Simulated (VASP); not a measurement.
# GdN (Fm-3m) in VASP: a series of runs

The runs below take GdN through single point, with PBE+U.

All numbers are computed with VASP 6.6.1; they aren't measurements. Logs are shortened: lines on timing, memory, paths and dates and some standing lists are left out, and cuts for length are marked.

## (1) The cell of the first run

It takes space group Fm-3m (No. 225, cubic). Conventional cell: a = 5.002 Å, b = 5.002 Å, c = 5.002 Å, α = 90.00°, β = 90.00°, γ = 90.00°. Within 3.3 Å of Gd (site symmetry m-3m) lie 6 N at 2.50 Å. N (site symmetry m-3m) has 6 Gd at 2.50 Å within 3.3 Å.

## (2) Single point, PBE+U, collinear spin (15.64 Å³/atom)

The input, INCAR:

```
ALGO     = Normal         # electronic algorithm
EDIFF    = 1E-6           # SCF threshold, eV
ENCUT    = 520            # plane-wave cutoff, eV
GGA      = PE             # functional
ISIF     = 2              # what is computed and relaxed
ISMEAR   = 0              # smearing method
ISPIN    = 2              # spin polarisation
LASPH    = T              # aspherical terms in the spheres
LCHARG   = F              # write CHGCAR
LDAU     = T              # DFT+U
LDAUJ    = 0 0          
LDAUL    = 3 -1           # shell
LDAUPRINT= 1            
LDAUTYPE = 2            
LDAUU    = 6 0            # U, eV
LMAXMIX  = 6              # l up to which the mixer works
LORBIT   = 11             # projections on sites
LREAL    = F              # projectors in reciprocal space
LWAVE    = F              # write WAVECAR
MAGMOM   = 7.63 -0.16     # initial moments
NBANDS   = 22             # bands
NELM     = 150            # most SCF steps
PREC     = Accurate       # precision mode
SIGMA    = 0.05           # smearing width, eV
```

The input, KPOINTS:

```
k-points
0
Gamma
  10 10 10
```

The input, POSCAR:

```
GdN
1.0
    0.0000000000      2.5010144932      2.5010144932
    2.5010144932      0.0000000000      2.5010144932
    2.5010144932      2.5010144932      0.0000000000
Gd N
1 1
Direct
    0.0000000000      0.0000000000      0.0000000000
    0.5000000000      0.5000000000      0.5000000000
```

Potentials or basis: VASP PAW PBE potentials, release 64 (Gd, N).

Launch:

```
$ cat potpaw_PBE.64/Gd/POTCAR potpaw_PBE.64/N/POTCAR > POTCAR
$ mpirun -np 1 vasp_std > vasp.out
```

OUTCAR:

```text
EDIFF = 1E-6
   ENCUT = 520
   GGA = PE
   ISIF = 2
   ISMEAR = 0
   ISPIN = 2
   LASPH = T
   LORBIT = 11
   LREAL = F
   NELM = 150
   PREC = Accurate

 ion  position               nearest neighbor table
   1  0.000  0.000  0.000-   2 2.50   2 2.50   2 2.50   2 2.50   2 2.50   2 2.50
   2  0.500  0.500  0.500-   1 2.50   1 2.50   1 2.50   1 2.50   1 2.50   1 2.50

  LATTYP: Found a face centered cubic cell.
 ALAT       =     5.0020289864

  Lattice vectors:

 A1 = (   0.0000000000,   2.5010144932,   2.5010144932)
 A2 = (   2.5010144932,   0.0000000000,   2.5010144932)
 A3 = (   2.5010144932,   2.5010144932,   0.0000000000)

Analysis of symmetry for initial positions (statically):
=====================================================================
 Subroutine PRICEL returns:
 Original cell was already a primitive cell.

 Routine SETGRP: Setting up the symmetry group for a
 face centered cubic supercell.

 Subroutine GETGRP returns: Found 48 space group operations
 (whereof 48 operations were pure point group operations)
 out of a pool of 48 trial point group operations.

The static configuration has the point symmetry O_h .

Analysis of symmetry for dynamics (positions and initial velocities):
=====================================================================
 Subroutine PRICEL returns:
 Original cell was already a primitive cell.

 Routine SETGRP: Setting up the symmetry group for a
 face centered cubic supercell.

 Subroutine GETGRP returns: Found 48 space group operations
 (whereof 48 operations were pure point group operations)
 out of a pool of 48 trial point group operations.

The dynamic configuration has the point symmetry O_h .

Analysis of structural, dynamic, and magnetic symmetry:
=====================================================================
 Subroutine PRICEL returns:
 Original cell was already a primitive cell.

 Routine SETGRP: Setting up the symmetry group for a
 face centered cubic supercell.

 Subroutine GETGRP returns: Found 48 space group operations
 (whereof 48 operations were pure point group operations)
 out of a pool of 48 trial point group operations.

The overall configuration has the point symmetry O_h .

 Subroutine INISYM returns: Found 48 space group operations
 (whereof 48 operations are pure point group operations),
 and found     1 'primitive' translations

----------------------------------------------------------------------------------------

                                     Primitive cell

  volume of cell :      31.2881

  direct lattice vectors                    reciprocal lattice vectors
     0.000000000  2.501014493  2.501014493    -0.199918873  0.199918873  0.199918873
     2.501014493  0.000000000  2.501014493     0.199918873 -0.199918873  0.199918873
     2.501014493  2.501014493  0.000000000     0.199918873  0.199918873 -0.199918873

  length of vectors
     3.536968616  3.536968616  3.536968616     0.346269646  0.346269646  0.346269646

  position of ions in fractional coordinates (direct lattice)
     0.000000000  0.000000000  0.000000000
     0.500000000  0.500000000  0.500000000

  ion indices of the primitive-cell ions
   primitive index   ion index
                 1           1
                 2           2

----------------------------------------------------------------------------------------
[... 74 lines left out ...]
   IBRION =     -1    ionic relax: 0-MD 1-quasi-New 2-CG
   NFREE  =      0    steps in history (QN), initial steepest desc. (CG)
   ISIF   =      2    stress and relaxation
   ISYM   =      2    0-nonsym 1-usesym 2-fastsym
   POTIM  = 0.5000    time-step for ionic-motion
   TEBEG  =    0.0;   TEEND  =   0.0 temperature during run
   PSTRESS=    0.0 pullay stress
   NELECT =      23.0000    total number of electrons
   NUPDOWN=      -1.0000    fix difference up-down
   EMIN   =  10.00;   EMAX   =-10.00  energy-range for DOS
   EFERMI =   0.00;   METHOD = LEGACY
   ISMEAR =     0;   SIGMA  =   0.05  broadening in eV -4-tet -1-fermi 0-gaus
   EFERMI_NEDOS =   21; number of points for ismear=-14 and -15
   IALGO  =     38    algorithm
   IMIX   =      4    mixing-type and parameters
     AMIX     =   0.40;   BMIX     =  1.00
     AMIX_MAG =   1.60;   BMIX_MAG =  1.00
  volume/ion in A,a.u.               =      15.64       105.57
  Fermi-wavevector in a.u.,A,eV,Ry     =   1.477490  2.792051 29.701204  2.182977
  Thomas-Fermi vector in A             =   2.591888
   LORBIT       =     11    0 simple, 1 ext, 2 COOP (PROOUT), +10 PAW based schemes
 LDA+U is selected, type is set to LDAUTYPE =  2
   angular momentum for each species LDAUL =     3   -1
   U (eV)           for each species LDAUU =   6.0  0.0
   J (eV)           for each species LDAUJ =   0.0  0.0
   GGA     = PE    functional components
   LHFCALC =     F    Hartree Fock is set to
   AEXX    =    0.0000 exact exchange contribution
   IVDW    =     0    specifies the selected vdW correction
   LEPSILON=     F    determine dielectric tensor
   LRPA    =     F    only Hartree local field effects (RPA)
 spin polarized calculation
 Gauss-broadening in eV      SIGMA  =   0.05
  energy-cutoff  :      520.00
  volume of cell :       31.29
 maximum number of plane-waves:       869
 NGX is ok and might be reduce to    28
   NGX = 13   NGY = 13   NGZ = 13

atom =   1  type =  1  l = 3

 onsite density matrix

spin component  1

  0.9919  0.0000  0.0011  0.0000  0.0000  0.0000  0.0000
  0.0000  0.9892 -0.0000 -0.0000  0.0000  0.0000 -0.0000
  0.0011 -0.0000  0.9913  0.0000  0.0000 -0.0000  0.0000
  0.0000 -0.0000  0.0000  0.9927 -0.0000  0.0000 -0.0000
  0.0000  0.0000  0.0000 -0.0000  0.9913 -0.0000 -0.0011
  0.0000  0.0000 -0.0000  0.0000 -0.0000  0.9905  0.0000
  0.0000 -0.0000  0.0000 -0.0000 -0.0011  0.0000  0.9919

spin component  2

  0.0076 -0.0000  0.0033  0.0000 -0.0000  0.0000  0.0000
 -0.0000  0.0004  0.0000  0.0000 -0.0000 -0.0000 -0.0000
  0.0033  0.0000  0.0059  0.0000  0.0000  0.0000  0.0000
  0.0000  0.0000  0.0000  0.0101  0.0000 -0.0000  0.0000
 -0.0000 -0.0000  0.0000  0.0000  0.0059  0.0000 -0.0033
  0.0000 -0.0000  0.0000 -0.0000  0.0000  0.0034 -0.0000
  0.0000 -0.0000  0.0000  0.0000 -0.0033 -0.0000  0.0076

 occupancies and eigenvectors

  o =  0.0004  v =  0.0000  0.0000  0.0000  0.0000  0.0000  0.0000  0.0000 -0.0000 -1.0000  0.0000 -0.0000 -0.0000  0.0000 -0.0000      0.0000  0.0000  0.0000  0.0000  0.0000  0.0000  0.0000  0.0000  0.0000  0.0000  0.0000  0.0000  0.0000  0.0000
  o =  0.0034  v =  0.0000  0.0000  0.0000  0.0000  0.0000  0.0000  0.0000 -0.6124  0.0000  0.7906  0.0000 -0.0043 -0.0012 -0.0033      0.0000  0.0000  0.0000  0.0000  0.0000  0.0000  0.0000  0.0000  0.0000  0.0000  0.0000  0.0000  0.0000  0.0000
  o =  0.0034  v =  0.0000  0.0000  0.0000  0.0000  0.0000  0.0000  0.0000 -0.0033  0.0000  0.0043  0.0000  0.7906 -0.0007  0.6124      0.0000  0.0000  0.0000  0.0000  0.0000  0.0000  0.0000  0.0000  0.0000  0.0000  0.0000  0.0000  0.0000  0.0000
  o =  0.0034  v =  0.0000  0.0000  0.0000  0.0000  0.0000  0.0000  0.0000 -0.0007  0.0000  0.0010  0.0000  0.0005  1.0000  0.0004      0.0000  0.0000  0.0000  0.0000  0.0000  0.0000  0.0000  0.0000  0.0000  0.0000  0.0000  0.0000  0.0000  0.0000
  o =  0.0101  v =  0.0000  0.0000  0.0000  0.0000  0.0000  0.0000  0.0000  0.7906  0.0000  0.6124 -0.0027  0.0008  0.0000 -0.0011      0.0000  0.0000  0.0000  0.0000  0.0000  0.0000  0.0000  0.0000  0.0000  0.0000  0.0000  0.0000  0.0000  0.0000
  o =  0.0101  v =  0.0000  0.0000  0.0000  0.0000  0.0000  0.0000  0.0000  0.0011 -0.0000  0.0008  0.0091 -0.6123 -0.0000  0.7905      0.0000  0.0000  0.0000  0.0000  0.0000  0.0000  0.0000  0.0000  0.0000  0.0000  0.0000  0.0000  0.0000  0.0000
  o =  0.0101  v =  0.0000  0.0000  0.0000  0.0000  0.0000  0.0000  0.0000 -0.0021  0.0000 -0.0017 -1.0000 -0.0056  0.0000  0.0072      0.0000  0.0000  0.0000  0.0000  0.0000  0.0000  0.0000  0.0000  0.0000  0.0000  0.0000  0.0000  0.0000  0.0000
  o =  0.9892  v =  0.0000  1.0000 -0.0000  0.0000 -0.0000 -0.0000  0.0000  0.0000  0.0000  0.0000  0.0000  0.0000  0.0000  0.0000      0.0000  0.0000  0.0000  0.0000  0.0000  0.0000  0.0000  0.0000  0.0000  0.0000  0.0000  0.0000  0.0000  0.0000
  o =  0.9905  v =  0.0017 -0.0000 -0.0022 -0.0000  0.7565 -0.2902  0.5860  0.0000  0.0000  0.0000  0.0000  0.0000  0.0000  0.0000      0.0000  0.0000  0.0000  0.0000  0.0000  0.0000  0.0000  0.0000  0.0000  0.0000  0.0000  0.0000  0.0000  0.0000
  o =  0.9905  v =  0.0131 -0.0000 -0.0170  0.0000 -0.2294 -0.9567 -0.1777  0.0000  0.0000  0.0000  0.0000  0.0000  0.0000  0.0000      0.0000  0.0000  0.0000  0.0000  0.0000  0.0000  0.0000  0.0000  0.0000  0.0000  0.0000  0.0000  0.0000  0.0000
  o =  0.9905  v = -0.6122  0.0000  0.7904 -0.0000 -0.0028 -0.0213 -0.0022  0.0000  0.0000  0.0000  0.0000  0.0000  0.0000  0.0000      0.0000  0.0000  0.0000  0.0000  0.0000  0.0000  0.0000  0.0000  0.0000  0.0000  0.0000  0.0000  0.0000  0.0000
  o =  0.9927  v =  0.0000 -0.0000 -0.0000  0.0560 -0.6114 -0.0000  0.7893  0.0000  0.0000  0.0000  0.0000  0.0000  0.0000  0.0000      0.0000  0.0000  0.0000  0.0000  0.0000  0.0000  0.0000  0.0000  0.0000  0.0000  0.0000  0.0000  0.0000  0.0000
  o =  0.9927  v =  0.7906  0.0000  0.6124  0.0000  0.0000 -0.0000  0.0000  0.0000  0.0000  0.0000  0.0000  0.0000  0.0000  0.0000      0.0000  0.0000  0.0000  0.0000  0.0000  0.0000  0.0000  0.0000  0.0000  0.0000  0.0000  0.0000  0.0000  0.0000
  o =  0.9927  v =  0.0000  0.0000 -0.0000 -0.9984 -0.0343 -0.0000  0.0443  0.0000  0.0000  0.0000  0.0000  0.0000  0.0000  0.0000      0.0000  0.0000  0.0000  0.0000  0.0000  0.0000  0.0000  0.0000  0.0000  0.0000  0.0000  0.0000  0.0000  0.0000

 number of electron      23.0000005 magnetization       6.9999779

 Free energy of the ion-electron system (eV)
  ---------------------------------------------------
  ext. energy  EPLUGINS =         0.00000000
  ---------------------------------------------------
  free energy    TOTEN  =       -22.81246575 eV

  energy without entropy =      -22.81228561  energy(sigma->0) =      -22.81237568

 E-fermi :   3.6966     XC(G=0): -11.5282

 val. band max:        3.6956037816   @ k =   0.1000   0.1000   0.0000
 cond. band min:       3.9337947011   @ k =   0.0000   0.0000   0.0000
 fundamental gap:      0.2381909195
 Fermi energy:         3.6965585035

 spin component 1

 k-point     1 :       0.0000    0.0000    0.0000
  band No.  band energies     occupation
      1     -39.9907      1.00000
      2     -16.9851      1.00000
      3     -16.9851      1.00000
      4     -16.9851      1.00000
      5      -9.0857      1.00000
      6      -2.5735      1.00000
[... 1193 lines left out ...]
     21      14.4960      0.00000
     22      17.9836      0.00000

 [... further k-points ...]
[... 5 lines left out ...]
  --------------------------------------------------------------------------------------
  -------------------------------------------------------------------------------------
  Total        0.0556959      0.0556959      0.0556959      0.0000000      0.0000000     -0.0000000
  in kB        2.8520366      2.8520366      2.8520366      0.0000000      0.0000000     -0.0000000
  external PRESSURE =       2.8520366 kB  Pullay stress =       0.0000000 kB

 VOLUME and BASIS-vectors are now :
 -----------------------------------------------------------------------------
  energy-cutoff  :      520.00
  volume of cell :       31.29
      direct lattice vectors                 reciprocal lattice vectors
     0.000000000  2.501014493  2.501014493    -0.199918873  0.199918873  0.199918873
     2.501014493  0.000000000  2.501014493     0.199918873 -0.199918873  0.199918873
     2.501014493  2.501014493  0.000000000     0.199918873  0.199918873 -0.199918873

 POSITION                                       TOTAL-FORCE (eV/Angst)
 -----------------------------------------------------------------------------------
      0.00000      0.00000      0.00000         0.000000     -0.000000      0.000000
      2.50101      2.50101      2.50101        -0.000000      0.000000     -0.000000
 -----------------------------------------------------------------------------------
    total drift:                                0.000000      0.000000      0.000000

  FREE ENERGIE OF THE ION-ELECTRON SYSTEM (eV)
  ---------------------------------------------------
  free  energy   TOTEN  =       -22.8124657547 eV

  energy  without entropy=      -22.8122856116  energy(sigma->0) =      -22.81237568

 total charge

# of ion       s       p       d       f       tot
--------------------------------------------------
    1        2.035   5.667   0.537   6.972  15.211
    2        1.248   2.385   0.000   0.000   3.633
--------------------------------------------------
tot          3.283   8.052   0.537   6.972  18.844

 magnetization (x)

# of ion       s       p       d       f       tot
--------------------------------------------------
    1       -0.006  -0.086   0.071   6.893   6.872
    2       -0.009  -0.106   0.000   0.000  -0.114
--------------------------------------------------
tot         -0.015  -0.192   0.071   6.893   6.757
```

Run time: 3.2 min. Hardware: 1 thread of Intel Xeon 8259CL, shared host; peak memory 0.22 GiB.

Results:

```yaml
Free_energy: -22.8125 eV
Pressure: 0.3 GPa
Band_gap_on_the_k_mesh: zero (filled and empty bands overlap)
Net_moment: 7.00 μB per cell
Site_moments: Gd +6.87; N -0.11 μB
Valence_electrons_inside_the_program's_atomic_spheres: Gd 15.21; N 3.63
```

Eigenvalues of the final occupation matrices:
| site | spin | trace | eigenvalues |
| --- | --- | --- | --- |
| site 1 f | 1 | 6.94 | 0.99 0.99 0.99 0.99 0.99 0.99 0.99 |
| site 1 f | 2 | 0.04 | 0.00 0.00 0.00 0.00 0.01 0.01 0.01 |

Caveat: spin-orbit coupling is left out, which moves the levels of the heavy elements; a cell with one magnetic atom can't hold antiferromagnetic order, which such compounds often take.

## (3) Single point, PBE+U, collinear spin, ferromagnetic start

The input, INCAR:

```
SYSTEM = GdN
ALGO = Normal ; EDIFF = 1E-6
ENCUT = 520 ; GGA = PE
ISIF = 2 ; ISMEAR = 0
ISPIN = 2 ; LASPH = .TRUE.
LCHARG = .FALSE. ; LDAU = .TRUE.
LDAUJ = 0 0 ; LDAUL = 3 -1
LDAUPRINT = 1 ; LDAUTYPE = 2
LDAUU = 6 0 ; LMAXMIX = 6
LORBIT = 11 ; LREAL = .FALSE.
LWAVE = .FALSE. ; MAGMOM = 7.63 0
NBANDS = 22 ; NELM = 150
PREC = Accurate ; SIGMA = 0.05
```

The input, KPOINTS:

```
k-points
0
G
  10 10 10
  0 0 0
```

POSCAR is that of step 2.

Potentials or basis: VASP PAW PBE potentials, release 64 (Gd, N).

Launch:

```
$ cat potpaw_PBE.64/Gd/POTCAR potpaw_PBE.64/N/POTCAR > POTCAR
$ mpirun -np 1 vasp_std > vasp.out
```

Wall time 3.2 min (1 thread of Intel Xeon 8259CL, shared host); peak memory 0.22 GiB.

It converged, with:

* Free energy: -22.8125 eV
* Pressure: 0.3 GPa
* Band gap on the k mesh: zero (filled and empty bands overlap)
* Net moment: 7.00 μB per cell
* Site moments: Gd +6.87; N -0.12 μB
* Valence electrons inside the program's atomic spheres: Gd 15.21; N 3.63

Levels at points of the mesh, in eV from the Fermi level:
Spin up:
```
           k point  band 11  band 12  band 13  band 14  band 15  band 16  band 17  band 18  band 19  band 20
(0.00, 0.00, 0.00)    -6.05    -6.05     0.24     0.24     0.24     2.65     2.65     2.65     3.34     4.74
(0.50, 0.00, 0.00)    -6.05    -6.01    -4.14    -2.33    -2.33     5.26     5.97     5.97     6.63    10.01
(0.50, 0.50, 0.00)    -6.11    -6.09    -1.25    -0.27    -0.15    -0.15     6.59     6.62     7.65     7.65
```
Spin down:
```tsv
k point	band 6	band 7	band 8	band 9	band 10	band 11
(0.00, 0.00, 0.00)	-0.33	-0.33	-0.33	3.46	3.46	3.46
(0.50, 0.00, 0.00)	-3.90	-2.25	-2.25	4.51	4.88	4.88
(0.50, 0.50, 0.00)	-0.96	-0.42	-0.42	0.38	4.95	4.98
```

Eigenvalues of the final occupation matrices:
| site | spin | trace | eigenvalues |
| --- | --- | --- | --- |
| site 1 f | 1 | 6.94 | 0.99 0.99 0.99 0.99 0.99 0.99 0.99 |
| site 1 f | 2 | 0.04 | 0.00 0.00 0.00 0.00 0.01 0.01 0.01 |

Caveat: spin-orbit coupling is left out, which moves the levels of the heavy elements; a cell with one magnetic atom can't hold antiferromagnetic order, which such compounds often take. The state reached can hang on the start; a lower one may exist.

The gap in the log of VASP goes by the Fermi energy; the results here count the filled bands.